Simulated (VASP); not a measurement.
# Cs (Pm-3m) in VASP: a series of runs

The runs below take Cs through single point, relaxation of cell and atoms, with PBEsol.

Everything below comes from runs of VASP 6.6.1. Logs are shortened: lines on timing, memory, paths and dates and some standing lists are left out, and cuts for length are marked.

### 1 The cell of the first run

It takes space group Pm-3m (No. 221, cubic). Conventional cell: a = 4.970 Å, b = 4.970 Å, c = 4.970 Å, α = 90.00°, β = 90.00°, γ = 90.00°.

This isn't the form of Cs at room conditions, which is bcc.

### 2 Single point, PBEsol

File INCAR:

```
SYSTEM = Cs
PREC = Accurate ; ENCUT = 500
EDIFF = 1E-6 ; ISMEAR = -1
SIGMA = 0.1 ; LREAL = .False.
LASPH = .True. ; NELM = 120
ALGO = Normal ; ISIF = 2
LWAVE = .False. ; LCHARG = .False.
GGA = PS ; NBANDS = 10
GGA_COMPAT = .False.
```

File KPOINTS:

```
Automatic mesh
0
Gamma
  5 5 5
  0 0 0
```

File POSCAR:

```
Cs
1.0
    4.9700000000      0.0000000000      0.0000000000
    0.0000000000      4.9700000000      0.0000000000
    0.0000000000      0.0000000000      4.9700000000
Cs
1
Direct
    0.0000000000      0.0000000000      0.0000000000
```

Potentials or basis: VASP PAW PBE potentials, release 64 (Cs_sv).

On the command line:

```console
cat potpaw_PBE.64/Cs_sv/POTCAR > POTCAR
mpirun -np 1 vasp_std > vasp.out
```

OUTCAR:

```text
SYSTEM = Cs
   PREC = Accurate
   ENCUT = 500
   EDIFF = 1E-6
   ISMEAR = -1
   LREAL = .False.
   LASPH = .True.
   NELM = 120
   ISIF = 2
   GGA = PS

 ion  position               nearest neighbor table
   1  0.000  0.000  0.000-

  LATTYP: Found a simple cubic cell.
 ALAT       =     4.9700000000

  Lattice vectors:

 A1 = (   4.9700000000,   0.0000000000,   0.0000000000)
 A2 = (   0.0000000000,   4.9700000000,   0.0000000000)
 A3 = (   0.0000000000,   0.0000000000,   4.9700000000)

Analysis of symmetry for initial positions (statically):
=====================================================================
 Subroutine PRICEL returns:
 Original cell was already a primitive cell.

 Routine SETGRP: Setting up the symmetry group for a
 simple cubic supercell.

 Subroutine GETGRP returns: Found 48 space group operations
 (whereof 48 operations were pure point group operations)
 out of a pool of 48 trial point group operations.

The static configuration has the point symmetry O_h .

Analysis of symmetry for dynamics (positions and initial velocities):
=====================================================================
 Subroutine PRICEL returns:
 Original cell was already a primitive cell.

 Routine SETGRP: Setting up the symmetry group for a
 simple cubic supercell.

 Subroutine GETGRP returns: Found 48 space group operations
 (whereof 48 operations were pure point group operations)
 out of a pool of 48 trial point group operations.

The dynamic configuration has the point symmetry O_h .

 Subroutine INISYM returns: Found 48 space group operations
 (whereof 48 operations are pure point group operations),
 and found     1 'primitive' translations

----------------------------------------------------------------------------------------

                                     Primitive cell

  volume of cell :     122.7635

  direct lattice vectors                    reciprocal lattice vectors
     4.970000000  0.000000000  0.000000000     0.201207243  0.000000000  0.000000000
     0.000000000  4.970000000  0.000000000     0.000000000  0.201207243  0.000000000
     0.000000000  0.000000000  4.970000000     0.000000000  0.000000000  0.201207243

  length of vectors
     4.970000000  4.970000000  4.970000000     0.201207243  0.201207243  0.201207243

  position of ions in fractional coordinates (direct lattice)
     0.000000000  0.000000000  0.000000000

  ion indices of the primitive-cell ions
   primitive index   ion index
                 1           1

----------------------------------------------------------------------------------------

 KPOINTS: Automatic mesh

Automatic generation of k-mesh.
 Grid dimensions read from file:
 generate k-points for:    5    5    5

 Generating k-lattice:

  Cartesian coordinates                     Fractional coordinates (reciprocal lattice)
     0.040241449  0.000000000  0.000000000     0.200000000  0.000000000  0.000000000
     0.000000000  0.040241449  0.000000000     0.000000000  0.200000000  0.000000000
     0.000000000  0.000000000  0.040241449     0.000000000  0.000000000  0.200000000

  Length of vectors
     0.040241449  0.040241449  0.040241449

  Shift w.r.t. Gamma in fractional coordinates (k-lattice)
     0.000000000  0.000000000  0.000000000

 Subroutine IBZKPT returns following result:
 ===========================================

 Found     10 irreducible k-points:

 Following reciprocal coordinates:
            Coordinates               Weight
  0.000000  0.000000  0.000000      1.000000
  0.200000  0.000000  0.000000      6.000000
  0.400000  0.000000  0.000000      6.000000
  0.200000  0.200000  0.000000     12.000000
  0.400000  0.200000  0.000000     24.000000
  0.400000  0.400000  0.000000     12.000000
  0.200000  0.200000  0.200000      8.000000
  0.400000  0.200000  0.200000     24.000000
  0.400000  0.400000  0.200000     24.000000
  0.400000  0.400000  0.400000      8.000000
   k-points           NKPTS =     10   k-points in BZ     NKDIM =     10   number of bands    NBANDS=     10
   number of dos      NEDOS =    301   number of ions     NIONS =      1
   total plane-waves  NPLWV =  46656
   dimension x,y,z NGX =    36 NGY =   36 NGZ =   36
   dimension x,y,z NGXF=    72 NGYF=   72 NGZF=   72
   ions per type =               1
   NGX,Y,Z   is equivalent  to a cutoff of  12.04, 12.04, 12.04 a.u.
   NGXF,Y,Z  is equivalent  to a cutoff of  24.08, 24.08, 24.08 a.u.
 SYSTEM =  Cs
   PREC   = accura    normal or accurate (medium, high low for compatibility)
   ISTART =      0    job   : 0-new  1-cont  2-samecut
   ICHARG =      2    charge: 1-file 2-atom 10-const
   ISPIN  =      1    spin polarized calculation?
   LNONCOLLINEAR =      F non collinear calculations
   LSORBIT =      F    spin-orbit coupling
   LASPH  =      T    aspherical Exc in radial PAW
   ENCUT  =  500.0 eV  36.75 Ry    6.06 a.u.   9.06  9.06  9.06*2*pi/ulx,y,z
   NELM   =    120;   NELMIN=  2; NELMDL= -5     # of ELM steps
   EDIFF  = 0.1E-05   stopping-criterion for ELM
   LREAL  =      F    real-space projection
   EDIFFG = 0.1E-04   stopping-criterion for IOM
   NSW    =      0    number of steps for IOM
   IBRION =     -1    ionic relax: 0-MD 1-quasi-New 2-CG
   NFREE  =      0    steps in history (QN), initial steepest desc. (CG)
   ISIF   =      2    stress and relaxation
   ISYM   =      2    0-nonsym 1-usesym 2-fastsym
   POTIM  = 0.5000    time-step for ionic-motion
   TEBEG  =    0.0;   TEEND  =   0.0 temperature during run
   PSTRESS=    0.0 pullay stress
   NELECT =       9.0000    total number of electrons
   NUPDOWN=      -1.0000    fix difference up-down
   EMIN   =  10.00;   EMAX   =-10.00  energy-range for DOS
   EFERMI =   0.00;   METHOD = LEGACY
   ISMEAR =    -1;   SIGMA  =   0.10  broadening in eV -4-tet -1-fermi 0-gaus
   EFERMI_NEDOS =   21; number of points for ismear=-14 and -15
   IALGO  =     38    algorithm
   IMIX   =      4    mixing-type and parameters
     AMIX     =   0.40;   BMIX     =  1.00
     AMIX_MAG =   1.60;   BMIX_MAG =  1.00
  volume/ion in A,a.u.               =     122.76       828.45
  Fermi-wavevector in a.u.,A,eV,Ry     =   0.685171  1.294786  6.387391  0.469460
  Thomas-Fermi vector in A             =   1.765036
   LORBIT       =      0    0 simple, 1 ext, 2 COOP (PROOUT), +10 PAW based schemes
   GGA     = PS    functional components
   LHFCALC =     F    Hartree Fock is set to
   AEXX    =    0.0000 exact exchange contribution
   IVDW    =     0    specifies the selected vdW correction
   LEPSILON=     F    determine dielectric tensor
   LRPA    =     F    only Hartree local field effects (RPA)
 non-spin polarized calculation
  energy-cutoff  :      500.00
  volume of cell :      122.76
 maximum number of plane-waves:      3127
   NGX = 19   NGY = 19   NGZ = 19

 number of electron       8.9999996 magnetization

 Free energy of the ion-electron system (eV)
  ---------------------------------------------------
  ext. energy  EPLUGINS =         0.00000000
  ---------------------------------------------------
  free energy    TOTEN  =        -0.85707873 eV

  energy without entropy =       -0.81163962  energy(sigma->0) =       -0.83435917

 E-fermi :   0.2162     XC(G=0):  -5.3010

 val. band max:        0.0278823325   @ k =   0.4000   0.2000   0.0000
 cond. band min:       0.2857243901   @ k =   0.4000   0.2000   0.2000
 fundamental gap:      0.2578420577
 Fermi energy:         0.2162228939

 k-point     1 :       0.0000    0.0000    0.0000
  band No.  band energies     occupation
      1     -23.7836      2.00000
      2     -10.4870      2.00000
      3     -10.4870      2.00000
      4     -10.4870      2.00000
      5      -1.3742      2.00000
      6       1.5857      0.00000
      7       1.5857      0.00000
      8       4.5740      0.00000
      9       4.5740      0.00000
     10       4.5740      0.00000

 k-point     2 :       0.2000    0.0000    0.0000
  band No.  band energies     occupation
      1     -23.7811      2.00000
      2     -10.5496      2.00000
      3     -10.4816      2.00000
      4     -10.4816      2.00000
      5      -1.0558      1.99999
      6       1.6125      0.00000
      7       1.7119      0.00000
      8       3.8017      0.00000
      9       3.8017      0.00000
     10       4.3927      0.00000

 k-point     3 :       0.4000    0.0000    0.0000
  band No.  band energies     occupation
      1     -23.7770      2.00000
      2     -10.6474      2.00000
      3     -10.4730      2.00000
      4     -10.4730      2.00000
      5      -0.2665      1.98411
      6       0.9905      0.00087
      7       1.9598      0.00000
      8       3.2113      0.00000
      9       3.2113      0.00000
     10       4.7228      0.00000

 k-point     4 :       0.2000    0.2000    0.0000
  band No.  band energies     occupation
      1     -23.7786      2.00000
      2     -10.5455      2.00000
      3     -10.5411      2.00000
      4     -10.4764      2.00000
      5      -0.7459      1.99987
      6       1.7066      0.00000
      7       1.8216      0.00000
      8       2.9865      0.00000
      9       3.7588      0.00000
     10       4.1134      0.00000

 k-point     5 :       0.4000    0.2000    0.0000
  band No.  band energies     occupation
      1     -23.7745      2.00000
      2     -10.6397      2.00000
      3     -10.5331      2.00000
      4     -10.4679      2.00000
      5       0.0279      1.73600
      6       1.0568      0.00045
      7       2.1208      0.00000
      8       2.7438      0.00000
      9       3.3162      0.00000
     10       4.1247      0.00000

 k-point     6 :       0.4000    0.4000    0.0000
  band No.  band energies     occupation
      1     -23.7705      2.00000
      2     -10.6280      2.00000
      3     -10.6264      2.00000
      4     -10.4596      2.00000
      5       0.5220      0.08975
      6       1.1682      0.00015
      7       2.2031      0.00000
      8       2.4918      0.00000
      9       3.4903      0.00000
     10       3.5685      0.00000

 k-point     7 :       0.2000    0.2000    0.2000
  band No.  band energies     occupation
      1     -23.7761      2.00000
      2     -10.5414      2.00000
      3     -10.5350      2.00000
      4     -10.5350      2.00000
      5      -0.4487      1.99741
      6       1.9158      0.00000
      7       1.9158      0.00000
      8       2.7721      0.00000
      9       3.3205      0.00000
     10       3.3205      0.00000

 k-point     8 :       0.4000    0.2000    0.2000
  band No.  band energies     occupation
      1     -23.7720      2.00000
      2     -10.6322      2.00000
      3     -10.5290      2.00000
      4     -10.5252      2.00000
      5       0.2857      0.66584
      6       1.2434      0.00007
      7       2.1418      0.00000
      8       2.6051      0.00000
      9       3.1854      0.00000
     10       3.4993      0.00000

 k-point     9 :       0.4000    0.4000    0.2000
  band No.  band energies     occupation
      1     -23.7680      2.00000
      2     -10.6208      2.00000
      3     -10.6192      2.00000
      4     -10.5175      2.00000
      5       0.7011      0.01556
      6       1.5098      0.00000
      7       1.8933      0.00000
      8       2.4061      0.00000
      9       3.4000      0.00000
     10       3.5802      0.00000

 k-point    10 :       0.4000    0.4000    0.4000
  band No.  band energies     occupation
      1     -23.7641      2.00000
      2     -10.6097      2.00000
      3     -10.6076      2.00000
      4     -10.6076      2.00000
      5       1.0623      0.00042
      6       1.4925      0.00001
      7       1.4925      0.00001
      8       3.2447      0.00000
      9       3.6503      0.00000
     10       3.6503      0.00000

------------------------ aborting loop because EDIFF is reached ----------------------------------------

  FORCE on cell =-STRESS in cart. coord.  units (eV):
  Direction    XX          YY          ZZ          XY          YZ          ZX
  --------------------------------------------------------------------------------------
  -------------------------------------------------------------------------------------
  Total       -0.0324543     -0.0324543     -0.0324543      0.0000000      0.0000000     -0.0000000
  in kB       -0.4235581     -0.4235581     -0.4235581      0.0000000      0.0000000     -0.0000000
  external PRESSURE =      -0.4235581 kB  Pullay stress =       0.0000000 kB

 VOLUME and BASIS-vectors are now :
 -----------------------------------------------------------------------------
  energy-cutoff  :      500.00
  volume of cell :      122.76
      direct lattice vectors                 reciprocal lattice vectors
     4.970000000  0.000000000  0.000000000     0.201207243  0.000000000  0.000000000
     0.000000000  4.970000000  0.000000000     0.000000000  0.201207243  0.000000000
     0.000000000  0.000000000  4.970000000     0.000000000  0.000000000  0.201207243

 POSITION                                       TOTAL-FORCE (eV/Angst)
 -----------------------------------------------------------------------------------
      0.00000      0.00000      0.00000         0.000000      0.000000      0.000000
 -----------------------------------------------------------------------------------
    total drift:                               -0.000000     -0.000000     -0.000000

  FREE ENERGIE OF THE ION-ELECTRON SYSTEM (eV)
  ---------------------------------------------------
  free  energy   TOTEN  =        -0.8570787275 eV

  energy  without entropy=       -0.8116396175  energy(sigma->0) =       -0.83435917
```

It took 4.8 s on 1 thread of AMD EPYC 9R45 (Zen 5), shared host; peak memory 0.17 GiB.

Results:

| Item | Value |
| --- | --- |
| Free energy | -0.8571 eV |
| Pressure | 0.0 GPa |
| Band gap on the k mesh | zero (an odd number of electrons rules out a gap without spin polarisation) |

Levels at points of the mesh, in eV from the Fermi level:
```tsv
k point	band 2	band 3	band 4	band 5	band 6	band 7	band 8	band 9
(0.00, 0.00, 0.00)	-10.70	-10.70	-10.70	-1.59	1.37	1.37	4.36	4.36
```

Caveat: the PAW data sets were made with another functional, which shifts forces and pressure a little; spin-orbit coupling is left out, which moves the levels of the heavy elements.

### 3 Relaxation of cell and atoms, PBEsol

File INCAR:

```
SYSTEM = Cs
PREC     = Accurate       ! precision mode
ENCUT    = 500            ! plane-wave cutoff, eV
EDIFF    = 1E-7           ! SCF threshold, eV
ISMEAR   = -1             ! smearing method
SIGMA    = 0.1            ! smearing width, eV
LREAL    = .False.        ! projectors in reciprocal space
LASPH    = .True.         ! aspherical terms in the spheres
NELM     = 120            ! most SCF steps
ALGO     = Normal         ! electronic algorithm
ISIF     = 3              ! what is computed and relaxed
LWAVE    = .False.        ! write WAVECAR
LCHARG   = .False.        ! write CHGCAR
GGA      = PS             ! functional
IBRION   = 2              ! ionic algorithm
NSW      = 80             ! ionic steps
EDIFFG   = -0.02          ! ionic threshold
GGA_COMPAT= .False.      
NELMIN   = 4
```

KPOINTS is that of step 2.

POSCAR is that of step 2.

Potentials or basis: VASP PAW PBE potentials, release 64 (Cs_sv).

On the command line:

```console
cat potpaw_PBE.64/Cs_sv/POTCAR > POTCAR
mpirun -np 1 vasp_std > vasp.out
```

Run time: 11 s. Hardware: 1 thread of AMD EPYC 9R45 (Zen 5), shared host; peak memory 0.17 GiB.

Results (log left out):

```yaml
Free_energy: -0.8575 eV
Relaxed_volume: 120.39 Å³/atom
Relaxed_cell: a = 4.938 Å, b = 4.938 Å, c = 4.938 Å, α = 90.00°, β = 90.00°, γ = 90.00°
Space_group_after_relaxing_to_0.1_Å: Pm-3m (No. 221)
Energy_gained_by_relaxing: 0.4 meV/atom
Ionic_steps: 3
Pressure_after_relaxing: 0.0 GPa
Band_gap_on_the_k_mesh: zero (an odd number of electrons rules out a gap without spin polarisation)
```

Step by step:
```
step  energy change (eV)  largest force (eV/Å)  pressure (GPa)  volume (Å³)
   1              0.0000                0.0000           -0.04       122.76
   2             -0.0002                0.0000           -0.04       122.17
   3             -0.0004                0.0000           -0.02       120.39
```

Final structure:
```yaml
crystal:
  lattice:
    - [4.93774, 0.00000, 0.00000]
    - [0.00000, 4.93774, 0.00000]
    - [0.00000, 0.00000, 4.93774]
  atoms:
    - { symbol: Cs, position: [0.00000, 0.00000, 0.00000] }
```

Levels at points of the mesh, in eV from the Fermi level:
```
           k point  band 1  band 2  band 3  band 4  band 5  band 6  band 7  band 8
(0.00, 0.00, 0.00)  -23.99  -10.69  -10.69  -10.69   -1.61    1.36    1.36    4.40
```

Caveat: the PAW data sets were made with another functional, which shifts forces and pressure a little; spin-orbit coupling is left out, which moves the levels of the heavy elements.

The gap in the log of VASP goes by the Fermi energy; the results here count the filled bands.